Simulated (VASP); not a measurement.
# HfGa2Te3 (P6/mmm) in VASP: further runs, part 2 of 2

VASP 6.6.1.

## Step 3: Single point, PBE

This run uses another cell than the first one, of 27.96 Å³/atom.

INCAR reads:

```
SYSTEM = HfGa2Te3
PREC     = Accurate       ! precision mode
ENCUT    = 520            ! plane-wave cutoff, eV
EDIFF    = 1E-6           ! SCF threshold, eV
ISMEAR   = 0              ! smearing method
SIGMA    = 0.1            ! smearing width, eV
LREAL    = .False.        ! projectors in reciprocal space
LASPH    = .True.         ! aspherical terms in the spheres
NELM     = 60             ! most SCF steps
ALGO     = Normal         ! electronic algorithm
ISIF     = 2              ! what is computed and relaxed
LWAVE    = .False.        ! write WAVECAR
LCHARG   = .False.        ! write CHGCAR
GGA      = PE             ! functional
NBANDS   = 36             ! bands
```

KPOINTS reads:

```
Automatic mesh
0
Gamma
  3 3 4
  0 0 0
```

POSCAR reads:

```
HfGa2Te3
1.0
    6.8746378209     -0.0000000029      0.0000000000
   -3.4373189079      5.9536109962      0.0000000000
    0.0000000000      0.0000000000      4.0989045807
Hf Ga Te
1 2 3
Direct
    0.0000000000      0.0000000000      0.5000000000
    0.6666666667      0.3333333333      0.5000000000
    0.3333333333      0.6666666667      0.5000000000
    0.0000000000      0.5000000000      0.0000000000
    0.5000000000      0.5000000000      0.0000000000
    0.5000000000      0.0000000000      0.0000000000
```

Potentials or basis: VASP PAW PBE potentials, release 64 (Hf_pv, Ga_d, Te).

Launch:

```
cat potpaw_PBE.64/Hf_pv/POTCAR potpaw_PBE.64/Ga_d/POTCAR potpaw_PBE.64/Te/POTCAR > POTCAR
mpirun -np 1 vasp_std > vasp.out
```

OUTCAR:

```text
SYSTEM = HfGa2Te3
   PREC = Accurate
   ENCUT = 520
   EDIFF = 1E-6
   ISMEAR = 0
   LREAL = .False.
   LASPH = .True.
   NELM = 60
   ISIF = 2
   GGA = PE

 ion  position               nearest neighbor table
   1  0.000  0.000  0.500-
   2  0.667  0.333  0.500-   4 2.85   4 2.85   6 2.85   6 2.85   5 2.85   5 2.85
   3  0.333  0.667  0.500-   4 2.85   4 2.85   6 2.85   6 2.85   5 2.85   5 2.85
   4  0.000  0.500  0.000-   2 2.85   3 2.85   2 2.85   3 2.85   5 3.44   5 3.44   6 3.44   6 3.44

   5  0.500  0.500  0.000-   2 2.85   3 2.85   2 2.85   3 2.85   4 3.44   4 3.44   6 3.44   6 3.44

   6  0.500  0.000  0.000-   2 2.85   3 2.85   2 2.85   3 2.85   5 3.44   5 3.44   4 3.44   4 3.44

  LATTYP: Found a hexagonal cell.
 ALAT       =     6.8746378209
 C/A-ratio  =     0.5962357127

  Lattice vectors:

 A1 = (   6.8746378209,  -0.0000000029,   0.0000000000)
 A2 = (  -3.4373189079,   5.9536109962,   0.0000000000)
 A3 = (   0.0000000000,   0.0000000000,   4.0989045807)

Analysis of symmetry for initial positions (statically):
=====================================================================
[... 168 lines left out ...]
 cond. band min:       5.8690938146   @ k =   0.0000   0.0000   0.0000
 fundamental gap:      0.0551579143
 Fermi energy:         5.8212587102

 k-point     1 :       0.0000    0.0000    0.0000
  band No.  band energies     occupation
      1     -27.1879      2.00000
      2     -27.1879      2.00000
      3     -27.1251      2.00000
      4      -9.1323      2.00000
      5      -9.1024      2.00000
      6      -9.1024      2.00000
[... 340 lines left out ...]
     35       8.7003      0.00000
     36       9.7328      0.00000

------------------------ aborting loop because EDIFF is reached ----------------------------------------

  FORCE on cell =-STRESS in cart. coord.  units (eV):
  Direction    XX          YY          ZZ          XY          YZ          ZX
  --------------------------------------------------------------------------------------
  -------------------------------------------------------------------------------------
  Total       -0.4369005     -0.4369005      0.1176926     -0.0000000     -0.0000000      0.0000000
  in kB       -4.1724872     -4.1724872      1.1239882     -0.0000000     -0.0000000      0.0000000
  external PRESSURE =      -2.4069954 kB  Pullay stress =       0.0000000 kB

 VOLUME and BASIS-vectors are now :
 -----------------------------------------------------------------------------
  energy-cutoff  :      520.00
  volume of cell :      167.76
      direct lattice vectors                 reciprocal lattice vectors
     6.874637821 -0.000000003  0.000000000     0.145462209  0.083982645  0.000000000
    -3.437318908  5.953610996  0.000000000     0.000000000  0.167965290  0.000000000
     0.000000000  0.000000000  4.098904581     0.000000000  0.000000000  0.243967621

 POSITION                                       TOTAL-FORCE (eV/Angst)
 -----------------------------------------------------------------------------------
      0.00000      0.00000      2.04945        -0.000000      0.000000      0.000000
      3.43732      1.98454      2.04945         0.000000     -0.000000     -0.000000
      0.00000      3.96907      2.04945        -0.000000      0.000000      0.000000
     -1.71866      2.97681      0.00000        -0.000000      0.000000      0.000000
      1.71866      2.97681      0.00000        -0.000000      0.000000      0.000000
      3.43732     -0.00000      0.00000        -0.000000      0.000000      0.000000
 -----------------------------------------------------------------------------------
    total drift:                                0.000000      0.000000      0.000000

  FREE ENERGIE OF THE ION-ELECTRON SYSTEM (eV)
  ---------------------------------------------------
  free  energy   TOTEN  =       -21.2351153721 eV

  energy  without entropy=      -21.1873526473  energy(sigma->0) =      -21.21123401
```

OSZICAR:

```text
N       E                     dE             d eps       ncg     rms          rms(c)
DAV:   1     0.405425515650E+03    0.40543E+03   -0.24320E+04   660   0.175E+03
DAV:   2     0.314918015083E+02   -0.37393E+03   -0.36175E+03   716   0.456E+02
DAV:   3    -0.215185016613E+02   -0.53010E+02   -0.51528E+02   796   0.132E+02
DAV:   4    -0.244554368112E+02   -0.29369E+01   -0.28625E+01   884   0.300E+01
DAV:   5    -0.245572488882E+02   -0.10181E+00   -0.10142E+00   884   0.490E+00    0.149E+01
DAV:   6    -0.218905594537E+02    0.26667E+01   -0.20301E+01   716   0.679E+00    0.136E+01
DAV:   7    -0.214673334130E+02    0.42323E+00   -0.87326E+00   788   0.496E+00    0.840E+00
DAV:   8    -0.217067043655E+02   -0.23937E+00   -0.67141E+00   712   0.334E+00    0.467E+00
DAV:   9    -0.212541004825E+02    0.45260E+00   -0.30496E+00   764   0.279E+00    0.103E+00
DAV:  10    -0.212401200087E+02    0.13980E-01   -0.23842E-01   696   0.971E-01    0.101E+00
DAV:  11    -0.212412364054E+02   -0.11164E-02   -0.64586E-03   884   0.291E-01    0.865E-01
DAV:  12    -0.212356994498E+02    0.55370E-02   -0.12902E-02   756   0.226E-01    0.219E-01
DAV:  13    -0.212353821101E+02    0.31734E-03   -0.62504E-03   808   0.137E-01    0.119E-01
DAV:  14    -0.212352296103E+02    0.15250E-03   -0.29418E-04   728   0.540E-02    0.870E-02
DAV:  15    -0.212351210349E+02    0.10858E-03   -0.73665E-04   752   0.435E-02    0.465E-02
DAV:  16    -0.212351153887E+02    0.56462E-05   -0.29380E-05   780   0.172E-02    0.269E-02
DAV:  17    -0.212351153721E+02    0.16567E-07   -0.30504E-06   564   0.496E-03
   1 F= -.21235115E+02 E0= -.21211234E+02  d E =-.477627E-01
```

Run time: 46 s. Hardware: 1 thread of Intel Xeon 6975P-C (Granite Rapids), shared host; peak memory 0.3 GiB.

Results:

| Quantity | Value |
| --- | --- |
| Free energy | -21.2351 eV |
| Pressure | -0.2 GPa |
| Band gap on the k mesh | zero (bands 27 and 28 overlap by 0.91 eV) |

Caveat: the k points lie up to 0.38 Å⁻¹ apart, too coarse for converged energies and pressures of a metal; spin-orbit coupling is left out, which moves the levels of the heavy elements.

## Step 4: Relaxation of cell and atoms, PBE

INCAR reads:

```
SYSTEM = HfGa2Te3
PREC = Accurate ; ENCUT = 600
EDIFF = 1E-6 ; ISMEAR = 0
SIGMA = 0.1 ; LREAL = .False.
LASPH = .True. ; NELM = 60
ALGO = Normal ; ISIF = 3
LWAVE = .False. ; LCHARG = .False.
GGA = PE ; IBRION = 2
NSW = 90 ; EDIFFG = -0.04
```

KPOINTS is that of step 3.

POSCAR reads:

```
HfGa2Te3
1.0
    6.7428244900      0.0000000000      0.0000000000
   -3.3714122400      5.8394573000      0.0000000000
    0.0000000000      0.0000000000      3.9069857800
Hf Ga Te
1 2 3
Direct
    0.0000000000      0.0000000000      0.5000000000
    0.6666666700      0.3333333300      0.5000000000
    0.3333333300      0.6666666700      0.5000000000
    0.0000000000      0.5000000000      0.0000000000
    0.5000000000      0.5000000000      0.0000000000
    0.5000000000      0.0000000000      0.0000000000
```

Launch:

```
cat potpaw_PBE.64/Hf_pv/POTCAR potpaw_PBE.64/Ga_d/POTCAR potpaw_PBE.64/Te/POTCAR > POTCAR
mpirun -np 1 vasp_std > vasp.out
```

It took 3.8 min on 1 thread of Intel Xeon 6975P-C (Granite Rapids), shared host; peak memory 0.34 GiB.

It converged, with:

```yaml
Free_energy: -21.2483 eV
Relaxed_volume: 27.48 Å³/atom
Relaxed_cell: a = 6.750 Å, b = 6.750 Å, c = 4.178 Å, α = 90.00°, β = 90.00°, γ = 120.00°
Space_group_after_relaxing_to_0.1_Å: P6/mmm (No. 191)
Energy_gained_by_relaxing: 38.7 meV/atom
Ionic_steps: 7
Pressure_after_relaxing: -0.1 GPa
Band_gap_on_the_k_mesh: zero (bands 27 and 28 overlap by 1.07 eV)
```

Stress tensor (GPa, compression positive):
```
-0.15  0.00  0.00
 0.00 -0.15  0.00
 0.00  0.00  0.10
```

Step by step:
```tsv
step	energy change (eV)	largest force (eV/Å)	pressure (GPa)	volume (Å³)
1	0.0000	0.0000	4.94	153.84
2	-0.1984	0.0000	-1.11	172.07
3	-0.2144	0.0000	-0.06	167.62
4	-0.2144	0.0000	-0.15	167.91
5	-0.2163	0.0000	-0.16	167.61
6	-0.2228	0.0000	-0.17	166.71
7	-0.2321	0.0000	-0.07	164.86
```

Final structure:
```cif
data_structure
_symmetry_space_group_name_H-M 'P 1'
_symmetry_Int_Tables_number 1
_cell_length_a 6.7500
_cell_length_b 6.7500
_cell_length_c 4.1782
_cell_angle_alpha 90.000
_cell_angle_beta 90.000
_cell_angle_gamma 120.000
_cell_volume 164.86
loop_
_atom_site_label
_atom_site_type_symbol
_atom_site_fract_x
_atom_site_fract_y
_atom_site_fract_z
_atom_site_occupancy
Hf1 Hf 0.00000 0.00000 0.50000 1
Ga1 Ga 0.66667 0.33333 0.50000 1
Ga2 Ga 0.33333 0.66667 0.50000 1
Te1 Te 0.00000 0.50000 0.00000 1
Te2 Te 0.50000 0.50000 0.00000 1
Te3 Te 0.50000 0.00000 0.00000 1
```

Levels at points of the mesh, in eV from the Fermi level:
```tsv
k point	band 24	band 25	band 26	band 27	band 28	band 29	band 30	band 31
(0.00, 0.00, 0.00)	-1.14	-0.01	-0.01	0.15	0.15	0.20	0.23	0.32
(0.00, 0.00, 0.50)	-0.38	-0.09	-0.09	0.41	0.41	0.48	0.58	0.89
```

Caveat: the k points lie up to 0.38 Å⁻¹ apart in the final cell, too coarse for converged energies and pressures of a metal; spin-orbit coupling is left out, which moves the levels of the heavy elements.

## Step 5: The runs side by side

```tsv
task	cell	cutoff (eV)	gap on the mesh (eV)	pressure (GPa)
single point	a = 6.743, b = 6.743, c = 3.907 Å, angles 90.0, 90.0, 120.0°, 6 atoms	520	none	5.0
single point	a = 6.875, b = 6.875, c = 4.099 Å, angles 90.0, 90.0, 120.0°, 6 atoms	520	none	-0.2
relaxation of cell and atoms	relaxed from a = 6.743, b = 6.743, c = 3.907 Å, angles 90.0, 90.0, 120.0°, 6 atoms	600	none	-0.1
```

Alike in all rows: level PBE; potentials or basis VASP PAW PBE potentials, release 64 (Hf_pv, Ga_d, Te); no spin polarisation; k mesh 3 × 3 × 4; smearing gaussian 0.1 eV.

Caveats: all runs use coarse meshes; spin-orbit coupling is left out, which moves the levels of the heavy elements.

Total energies depend on the potentials used, so only differences within one code and one set of settings carry meaning.

The gap in the log of VASP goes by the Fermi energy; the results here count the filled bands.